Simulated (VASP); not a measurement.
# TiO2 (I4_1/amd) in VASP: further runs

The runs below take TiO2 through relaxation of cell and atoms, single point, with PBE+U.

Everything below comes from runs of VASP 6.6.1. Logs are shortened: lines on timing, memory, paths and dates and some standing lists are left out, and cuts for length are marked.

### 1 The cell of the first run

The structure is tetragonal, space group I4_1/amd (No. 141). The conventional cell has a = 3.818 Å, b = 3.818 Å, c = 9.778 Å, α = 90.00°, β = 90.00°, γ = 90.00°. Ti (site symmetry -4m2) has 6 O at 1.96 to 2.01 Å within 2.6 Å. O (site symmetry 2mm) has 3 Ti at 1.96 to 2.01 Å and 2 O at 2.47 Å within 2.6 Å.

### 2 Relaxation of cell and atoms, PBE+U

INCAR reads:

```
SYSTEM = TiO2
PREC = Accurate
ENCUT = 600
EDIFF = 1E-6
ISMEAR = 0
SIGMA = 0.02
LREAL = .False.
LASPH = .True.
NELM = 150
ALGO = Normal
ISIF = 3
LWAVE = .False.
LCHARG = .False.
LMAXMIX = 4
LDAU = .True.
LDAUTYPE = 2
LDAUL = 2 -1
LDAUU = 4 0
LDAUJ = 0 0
LDAUPRINT = 1
GGA = PE
IBRION = 2
NSW = 100
EDIFFG = -0.005
```

KPOINTS reads:

```
Automatic mesh
0
Gamma
  8 8 8
  0 0 0
```

POSCAR reads:

```
TiO2
1.0
   -1.9089361238      1.9089361238      4.8889359681
    1.9089361238     -1.9089361238      4.8889359681
    1.9089361238      1.9089361238     -4.8889359681
Ti O
2 4
Direct
    0.0000000000      0.0000000000      0.0000000000
    0.7500000000      0.2500000000      0.5000000000
    0.2051729116      0.2051729116      0.0000000000
    0.9551729116      0.4551729116      0.5000000000
    0.5448270884      0.0448270884      0.5000000000
    0.7948270884      0.7948270884      0.0000000000
```

Potentials or basis: VASP PAW PBE potentials, release 64 (Ti_sv, O).

Started as:

```
$ cat potpaw_PBE.64/Ti_sv/POTCAR potpaw_PBE.64/O/POTCAR > POTCAR
$ mpirun -np 1 vasp_std > vasp.out
```

OUTCAR:

```text
SYSTEM = TiO2
   PREC = Accurate
   ENCUT = 600
   EDIFF = 1E-6
   ISMEAR = 0
   LREAL = .False.
   LASPH = .True.
   NELM = 150
   ISIF = 3
   GGA = PE
   IBRION = 2
   NSW = 100
   EDIFFG = -0.005

 ion  position               nearest neighbor table
   1  0.000  0.000  0.000-   5 1.96   4 1.96   5 1.96   4 1.96   3 2.01   6 2.01
   2  0.750  0.250  0.500-   6 1.96   3 1.96   6 1.96   3 1.96   4 2.01   5 2.01
   3  0.205  0.205  0.000-   2 1.96   2 1.96   1 2.01
   4  0.955  0.455  0.500-   1 1.96   1 1.96   2 2.01
   5  0.545  0.045  0.500-   1 1.96   1 1.96   2 2.01
   6  0.795  0.795  0.000-   2 1.96   2 1.96   1 2.01

  LATTYP: Found a body centered tetragonal cell.
 ALAT       =     3.8178722476
 C/A-ratio  =     2.5610788686

  Lattice vectors:

 A1 = (  -1.9089361238,   1.9089361238,   4.8889359681)
 A2 = (   1.9089361238,  -1.9089361238,   4.8889359681)
 A3 = (   1.9089361238,   1.9089361238,  -4.8889359681)

Analysis of symmetry for initial positions (statically):
=====================================================================
 Subroutine PRICEL returns:
 Original cell was already a primitive cell.

 Routine SETGRP: Setting up the symmetry group for a
 body centered tetragonal supercell.

 Subroutine GETGRP returns: Found 16 space group operations
 (whereof  8 operations were pure point group operations)
 out of a pool of 16 trial point group operations.

The static configuration has the point symmetry D_2d.
 The point group associated with its full space group is D_4h.

Analysis of symmetry for dynamics (positions and initial velocities):
=====================================================================
 Subroutine PRICEL returns:
 Original cell was already a primitive cell.

 Routine SETGRP: Setting up the symmetry group for a
 body centered tetragonal supercell.

 Subroutine GETGRP returns: Found 16 space group operations
 (whereof  8 operations were pure point group operations)
 out of a pool of 16 trial point group operations.

The dynamic configuration has the point symmetry D_2d.
 The point group associated with its full space group is D_4h.

 Subroutine INISYM returns: Found 16 space group operations
 (whereof  8 operations are pure point group operations),
 and found     1 'primitive' translations

----------------------------------------------------------------------------------------

                                     Primitive cell

  volume of cell :      71.2619

  direct lattice vectors                    reciprocal lattice vectors
    -1.908936124  1.908936124  4.888935968     0.000000000  0.261925998  0.102271742
     1.908936124 -1.908936124  4.888935968     0.261925998  0.000000000  0.102271742
     1.908936124  1.908936124 -4.888935968     0.261925998  0.261925998  0.000000000

  length of vectors
     5.584780134  5.584780134  5.584780134     0.281184526  0.281184526  0.370419299

  position of ions in fractional coordinates (direct lattice)
     0.000000000  0.000000000  0.000000000
     0.750000000  0.250000000  0.500000000
     0.205172912  0.205172912  0.000000000
     0.955172912  0.455172912  0.500000000
     0.544827088  0.044827088  0.500000000
     0.794827088  0.794827088  0.000000000

  ion indices of the primitive-cell ions
   primitive index   ion index
                 1           1
                 2           2
                 3           3
                 4           4
                 5           5
                 6           6

----------------------------------------------------------------------------------------

 KPOINTS: Automatic mesh

Automatic generation of k-mesh.
 Grid dimensions read from file:
 generate k-points for:    8    8    8

 Generating k-lattice:

  Cartesian coordinates                     Fractional coordinates (reciprocal lattice)
     0.000000000  0.032740750  0.012783968     0.125000000  0.000000000  0.000000000
     0.032740750  0.000000000  0.012783968     0.000000000  0.125000000  0.000000000
     0.032740750  0.032740750  0.000000000     0.000000000  0.000000000  0.125000000
[... 89 lines left out ...]
   IVDW    =     0    specifies the selected vdW correction
   LEPSILON=     F    determine dielectric tensor
   LRPA    =     F    only Hartree local field effects (RPA)
 conjugate gradient relaxation of ions
 non-spin polarized calculation
 Gauss-broadening in eV      SIGMA  =   0.02
  energy-cutoff  :      600.00
  volume of cell :       71.26
 maximum number of plane-waves:      2394
 NGX is ok and might be reduce to    48
   NGX = 23   NGY = 23   NGZ = 23

--------------------------------------- Ionic step        1  -------------------------------------------

 number of electron      47.9999999 magnetization

 Free energy of the ion-electron system (eV)
  ---------------------------------------------------
  ext. energy  EPLUGINS =         0.00000000
  ---------------------------------------------------
  free energy    TOTEN  =       -48.50916443 eV

[... 56 lines left out ...]
  o =  0.0976  v =  0.0000  0.3107 -0.0000  0.9505 -0.0000  0.0000  0.0000  0.0000  0.0000  0.0000      0.0000  0.0000  0.0000  0.0000  0.0000  0.0000  0.0000  0.0000  0.0000  0.0000
  o =  0.0976  v =  0.0000  0.0000  0.0000  0.0000  0.0000  0.0000  0.3107 -0.0000  0.9505 -0.0000      0.0000  0.0000  0.0000  0.0000  0.0000  0.0000  0.0000  0.0000  0.0000  0.0000
  o =  0.1026  v =  1.0000  0.0000  0.0000  0.0000  0.0000  0.0000  0.0000  0.0000  0.0000  0.0000      0.0000  0.0000  0.0000  0.0000  0.0000  0.0000  0.0000  0.0000  0.0000  0.0000
  o =  0.1026  v =  0.0000  0.0000  0.0000  0.0000  0.0000  1.0000  0.0000  0.0000  0.0000  0.0000      0.0000  0.0000  0.0000  0.0000  0.0000  0.0000  0.0000  0.0000  0.0000  0.0000
  o =  0.2400  v =  0.0000 -0.0000 -0.0000  0.0000  1.0000  0.0000  0.0000  0.0000  0.0000  0.0000      0.0000  0.0000  0.0000  0.0000  0.0000  0.0000  0.0000  0.0000  0.0000  0.0000
  o =  0.2400  v =  0.0000  0.0000  0.0000  0.0000  0.0000  0.0000 -0.0000 -0.0000  0.0000  1.0000      0.0000  0.0000  0.0000  0.0000  0.0000  0.0000  0.0000  0.0000  0.0000  0.0000
  o =  0.2445  v =  0.0000  0.0000  0.0000  0.0000  0.0000  0.0000 -0.0000 -1.0000 -0.0000 -0.0000      0.0000  0.0000  0.0000  0.0000  0.0000  0.0000  0.0000  0.0000  0.0000  0.0000
  o =  0.2445  v =  0.0000 -0.0000 -1.0000 -0.0000 -0.0000  0.0000  0.0000  0.0000  0.0000  0.0000      0.0000  0.0000  0.0000  0.0000  0.0000  0.0000  0.0000  0.0000  0.0000  0.0000

atom =   2  type =  1  l = 2

 onsite density matrix

spin component  1

  0.1026 -0.0000 -0.0000  0.0000 -0.0000
 -0.0000  0.0976 -0.0000 -0.0000  0.0000
 -0.0000 -0.0000  0.2445  0.0000 -0.0000
  0.0000 -0.0000  0.0000  0.0976 -0.0000
 -0.0000  0.0000 -0.0000 -0.0000  0.2400

spin component  2

  0.1026 -0.0000 -0.0000  0.0000 -0.0000
 -0.0000  0.0976 -0.0000 -0.0000  0.0000
 -0.0000 -0.0000  0.2445  0.0000 -0.0000
  0.0000 -0.0000  0.0000  0.0976 -0.0000
 -0.0000  0.0000 -0.0000 -0.0000  0.2400

 occupancies and eigenvectors

  o =  0.0976  v =  0.0000  0.2784 -0.0000  0.9605 -0.0000  0.0000  0.0000  0.0000  0.0000  0.0000      0.0000  0.0000  0.0000  0.0000  0.0000  0.0000  0.0000  0.0000  0.0000  0.0000
  o =  0.0976  v =  0.0000  0.0000  0.0000  0.0000  0.0000  0.0000  0.2784 -0.0000  0.9605 -0.0000      0.0000  0.0000  0.0000  0.0000  0.0000  0.0000  0.0000  0.0000  0.0000  0.0000
  o =  0.0976  v =  0.0000 -0.9605  0.0000  0.2784  0.0000  0.0000  0.0000  0.0000  0.0000  0.0000      0.0000  0.0000  0.0000  0.0000  0.0000  0.0000  0.0000  0.0000  0.0000  0.0000
  o =  0.0976  v =  0.0000  0.0000  0.0000  0.0000  0.0000  0.0000 -0.9605  0.0000  0.2784  0.0000      0.0000  0.0000  0.0000  0.0000  0.0000  0.0000  0.0000  0.0000  0.0000  0.0000
  o =  0.1026  v =  1.0000  0.0000  0.0000  0.0000  0.0000  0.0000  0.0000  0.0000  0.0000  0.0000      0.0000  0.0000  0.0000  0.0000  0.0000  0.0000  0.0000  0.0000  0.0000  0.0000
  o =  0.1026  v =  0.0000  0.0000  0.0000  0.0000  0.0000  1.0000  0.0000  0.0000  0.0000  0.0000      0.0000  0.0000  0.0000  0.0000  0.0000  0.0000  0.0000  0.0000  0.0000  0.0000
  o =  0.2400  v =  0.0000  0.0000  0.0000  0.0000  0.0000  0.0000 -0.0000 -0.0000  0.0000 -1.0000      0.0000  0.0000  0.0000  0.0000  0.0000  0.0000  0.0000  0.0000  0.0000  0.0000
  o =  0.2400  v =  0.0000 -0.0000 -0.0000  0.0000 -1.0000  0.0000  0.0000  0.0000  0.0000  0.0000      0.0000  0.0000  0.0000  0.0000  0.0000  0.0000  0.0000  0.0000  0.0000  0.0000
  o =  0.2445  v =  0.0000  0.0000  0.0000  0.0000  0.0000  0.0000  0.0000  1.0000 -0.0000 -0.0000      0.0000  0.0000  0.0000  0.0000  0.0000  0.0000  0.0000  0.0000  0.0000  0.0000
  o =  0.2445  v =  0.0000  0.0000  1.0000 -0.0000 -0.0000  0.0000  0.0000  0.0000  0.0000  0.0000      0.0000  0.0000  0.0000  0.0000  0.0000  0.0000  0.0000  0.0000  0.0000  0.0000

--------------------------------------- Ionic step       15  -------------------------------------------

 number of electron      48.0000001 magnetization

 Free energy of the ion-electron system (eV)
  ---------------------------------------------------
  ext. energy  EPLUGINS =         0.00000000
  ---------------------------------------------------
  free energy    TOTEN  =       -48.53029687 eV

  energy without entropy =      -48.53029687  energy(sigma->0) =      -48.53029687

 E-fermi :   3.1693     XC(G=0): -10.4401

 val. band max:        3.0679524051   @ k =  -0.3750   0.3750   0.0000
 cond. band min:       5.6465691940   @ k =   0.0000   0.0000   0.0000
 fundamental gap:      2.5786167889
 Fermi energy:         3.1693462783

 k-point     1 :       0.0000    0.0000    0.0000
  band No.  band energies     occupation
      1     -54.5431      2.00000
      2     -54.5003      2.00000
      3     -30.8708      2.00000
      4     -30.6886      2.00000
      5     -30.6886      2.00000
      6     -30.6352      2.00000
[... 733 lines left out ...]
     27       6.9999      0.00000
     28       7.0058      0.00000

 [... further k-points ...]

------------------------ aborting loop because EDIFF is reached ----------------------------------------

  FORCE on cell =-STRESS in cart. coord.  units (eV):
  Direction    XX          YY          ZZ          XY          YZ          ZX
  --------------------------------------------------------------------------------------
  -------------------------------------------------------------------------------------
  Total       -0.0146413     -0.0146413     -0.0087529      0.0000000      0.0000000      0.0000000
  in kB       -0.3239721     -0.3239721     -0.1936787      0.0000000      0.0000000      0.0000000
  external PRESSURE =      -0.2805410 kB  Pullay stress =       0.0000000 kB
[... 21 lines left out ...]
  FREE ENERGIE OF THE ION-ELECTRON SYSTEM (eV)
  ---------------------------------------------------
  free  energy   TOTEN  =       -48.5302968690 eV

  energy  without entropy=      -48.5302968690  energy(sigma->0) =      -48.53029687

 reached required accuracy - stopping structural energy minimisation
```

It took 20 min on 1 thread of Intel Xeon 6975P-C (Granite Rapids), shared host; peak memory 0.4 GiB.

What came out:

- Free energy: -48.5303 eV
- Relaxed volume: 12.07 Å³/atom
- Relaxed cell: a = 5.578 Å, b = 5.578 Å, c = 5.578 Å, α = 139.54°, β = 139.54°, γ = 58.55°
- Space group after relaxing (to 0.1 Å): I4_1/amd (No. 141)
- Energy gained by relaxing: 3.5 meV/atom
- Ionic steps: 15
- Pressure after relaxing: 0.0 GPa
- Band gap on the k mesh: 2.58 eV (least direct gap 2.88 eV)

The path:
```
step  energy change (eV)  largest force (eV/Å)  pressure (GPa)  volume (Å³)
   1              0.0000                0.1628            4.00        71.26
   2              0.0088                0.1472           -4.69        74.36
   3             -0.0180                0.0183           -0.10        72.64
   4             -0.0180                0.0211           -0.06        72.61
   5             -0.0192                0.0509           -0.03        72.61
   6             -0.0196                0.0844           -0.03        72.61
   7             -0.0203                0.0581           -0.13        72.59
   8             -0.0209                0.0063           -0.36        72.55
   9             -0.0210                0.0033            0.31        72.28
  10             -0.0211                0.0045            0.03        72.40
  11             -0.0211                0.0043            0.05        72.40
  12             -0.0211                0.0050           -0.08        72.48
  13             -0.0211                0.0052           -0.10        72.42
  14             -0.0211                0.0049           -0.03        72.40
  15             -0.0211                0.0007           -0.03        72.41
```

Final structure:
```
Ti O
1.0
    -1.92877    1.92877    4.86590
     1.92877   -1.92877    4.86590
     1.92877    1.92877   -4.86590
Ti O
2 4
Cartesian
  0.0000 0.0000 9.7318
  0.0000 1.9288 2.4329
  0.0000 0.0000 2.0134
  0.0000 1.9288 4.4464
  0.0000 1.9288 0.4195
  0.0000 0.0000 7.7184
```

Eigenvalues of the final occupation matrices:
| site | spin | trace | eigenvalues |
| --- | --- | --- | --- |
| site 1 d | 1 | 0.78 | 0.10 0.10 0.10 0.24 0.24 |
| site 1 d | 2 | 0.78 | 0.10 0.10 0.10 0.24 0.24 |
| site 2 d | 1 | 0.78 | 0.10 0.10 0.10 0.24 0.24 |
| site 2 d | 2 | 0.78 | 0.10 0.10 0.10 0.24 0.24 |

A k mesh can miss the band edges. Zero-point motion and thermal expansion aren't in these numbers.

### 3 Single point, PBE+U

INCAR reads:

```
PREC = Accurate
ENCUT = 520
EDIFF = 1E-6
ISMEAR = 0
SIGMA = 0.1
LREAL = False
LASPH = True
NELM = 150
ALGO = Normal
ISIF = 2
LWAVE = False
LCHARG = False
LMAXMIX = 4
LDAU = True
LDAUTYPE = 2
LDAUL = 2 -1
LDAUU = 4 0
LDAUJ = 0 0
LDAUPRINT = 1
GGA = PE
NBANDS = 33
```

KPOINTS reads:

```
Automatic mesh
0
Gamma
  8 8 8
```

POSCAR is that of step 2.

Potentials or basis: VASP PAW PBE potentials, release 64 (Ti_sv, O).

Started as:

```
$ cat potpaw_PBE.64/Ti_sv/POTCAR potpaw_PBE.64/O/POTCAR > POTCAR
$ mpirun -np 1 vasp_std > vasp.out
```

Wall time 6.7 min (1 thread of Intel Xeon 8259CL, shared host); peak memory 0.32 GiB.

The run converged. Its results:

```
Free energy            : -48.5005 eV
Pressure               : 4.2 GPa
Largest force          : 0.164 eV/Å
Band gap on the k mesh : 2.69 eV (least direct gap 2.96 eV)
```

Forces on the atoms (eV/Å):
```
Ti   0.000  0.000  0.000
Ti   0.000  0.000  0.000
O    0.000  0.000  0.164
O    0.000  0.000  0.164
O    0.000  0.000 -0.164
O    0.000  0.000 -0.164
```

Stress tensor (GPa, compression positive):
```
4.47 0.00 0.00
0.00 4.47 0.00
0.00 0.00 3.69
```

Levels at points of the mesh, in eV from the valence-band top:
| k point | band 20 | band 21 | band 22 | band 23 | band 24 | band 25 | band 26 | band 27 | band 28 | band 29 |
| --- | --- | --- | --- | --- | --- | --- | --- | --- | --- | --- |
| (0.00, 0.00, 0.00) | -0.78 | -0.74 | -0.74 | -0.36 | -0.36 | 2.69 | 3.36 | 4.42 | 4.42 | 4.46 |
| (0.50, 0.00, 0.00) | -1.87 | -1.71 | -0.85 | -0.81 | -0.65 | 3.70 | 3.88 | 3.99 | 4.01 | 4.63 |
| (0.50, 0.50, 0.00) | -2.44 | -1.88 | -1.88 | -0.04 | -0.04 | 3.71 | 3.71 | 4.13 | 4.13 | 5.20 |
| (0.50, 0.50, 0.50) | -1.38 | -1.20 | -1.20 | -0.07 | -0.07 | 3.01 | 3.01 | 4.23 | 4.23 | 4.67 |

Eigenvalues of the final occupation matrices:
```csv
site,spin,trace,eigenvalues
site 1 d,1,0.79,0.10 0.10 0.10 0.24 0.25
site 1 d,2,0.79,0.10 0.10 0.10 0.24 0.25
site 2 d,1,0.79,0.10 0.10 0.10 0.24 0.25
site 2 d,2,0.79,0.10 0.10 0.10 0.24 0.25
```

Caveat: the cell stands under pressure. A k mesh can miss the band edges.

### 4 Single point, PBE+U

INCAR reads:

```
PREC = Accurate ; ENCUT = 520
EDIFF = 1E-7 ; ISMEAR = 0
SIGMA = 0.02 ; LREAL = F
LASPH = T ; NELM = 150
ALGO = Normal ; ISIF = 2
LWAVE = F ; LCHARG = F
LMAXMIX = 4 ; LDAU = T
LDAUTYPE = 2 ; LDAUL = 2 -1
LDAUU = 4 0 ; LDAUJ = 0 0
LDAUPRINT = 1 ; GGA = PE
NBANDS = 33
```

KPOINTS reads:

```
regular mesh
0
Gamma
  8 8 8
```

POSCAR reads:

```
TiO2
1.0
   -1.9089353641      1.9089353641      4.8883612609
    1.9089353641     -1.9089353641      4.8883612609
    1.9089353641      1.9089353641     -4.8883612609
Ti O
2 4
Direct
    0.0000000000      0.0000000000      0.0000000000
    0.7500000000      0.2500000000      0.5000000000
    0.2052765759      0.2052765759      0.0000000000
    0.9552765759      0.4552765759      0.5000000000
    0.5447234241      0.0447234241      0.5000000000
    0.7947234241      0.7947234241      0.0000000000
```

Started as:

```
$ cat potpaw_PBE.64/Ti_sv/POTCAR potpaw_PBE.64/O/POTCAR > POTCAR
$ mpirun -np 1 vasp_std > vasp.out
```

Run time: 8 min. Hardware: 1 thread of Intel Xeon 8259CL, shared host; peak memory 0.32 GiB.

The run converged. Its results:

```yaml
Free_energy: -48.5009 eV
Pressure: 4.2 GPa
Largest_force: 0.150 eV/Å
Band_gap_on_the_k_mesh: 2.68 eV (least direct gap 2.95 eV)
```

Forces on the atoms (eV/Å):
```
Ti   0.000  0.000  0.000
Ti   0.000  0.000  0.000
O    0.000  0.000  0.150
O    0.000  0.000  0.150
O    0.000  0.000 -0.150
O    0.000  0.000 -0.150
```

Stress tensor (GPa, compression positive):
```
4.49 0.00 0.00
0.00 4.49 0.00
0.00 0.00 3.57
```

Levels at points of the mesh, in eV from the valence-band top:
| k point | band 22 | band 23 | band 24 | band 25 | band 26 | band 27 |
| --- | --- | --- | --- | --- | --- | --- |
| (0.00, 0.00, 0.00) | -0.74 | -0.36 | -0.36 | 2.68 | 3.36 | 4.42 |
| (0.50, 0.00, 0.00) | -0.86 | -0.81 | -0.65 | 3.70 | 3.88 | 3.99 |
| (0.50, 0.50, 0.00) | -1.88 | -0.04 | -0.04 | 3.71 | 3.71 | 4.12 |
| (0.50, 0.50, 0.50) | -1.21 | -0.07 | -0.07 | 3.01 | 3.01 | 4.23 |

Eigenvalues of the final occupation matrices:
| site | spin | trace | eigenvalues |
| --- | --- | --- | --- |
| site 1 d | 1 | 0.79 | 0.10 0.10 0.10 0.24 0.25 |
| site 1 d | 2 | 0.79 | 0.10 0.10 0.10 0.24 0.25 |
| site 2 d | 1 | 0.79 | 0.10 0.10 0.10 0.24 0.25 |
| site 2 d | 2 | 0.79 | 0.10 0.10 0.10 0.24 0.25 |

Caveat: the cell stands under pressure.

### 5 Overview

```tsv
task	cell	cutoff (eV)	smearing	gap on the mesh (eV)	pressure (GPa)	largest force (eV/Å)
relaxation of cell and atoms	relaxed from a = 5.585 Å, angles 140.0, 140.0, 57.8°, 6 atoms	600	gaussian 0.02 eV	2.58	0.0	-
single point	a = 5.585 Å, angles 140.0, 140.0, 57.8°, 6 atoms	520	gaussian 0.1 eV	2.69	4.2	0.16
single point	a = 5.584 Å, angles 140.0, 140.0, 57.8°, 6 atoms	520	gaussian 0.02 eV	2.68	4.2	0.15
```

Alike in all rows: level PBE+U; potentials or basis VASP PAW PBE potentials, release 64 (Ti_sv, O); no spin polarisation; Ti d U = 4.0 eV; k mesh 8 × 8 × 8.

Caveats: the cell stands under pressure (at least some runs).

Absolute energies hang on the potentials; compare differences alone.
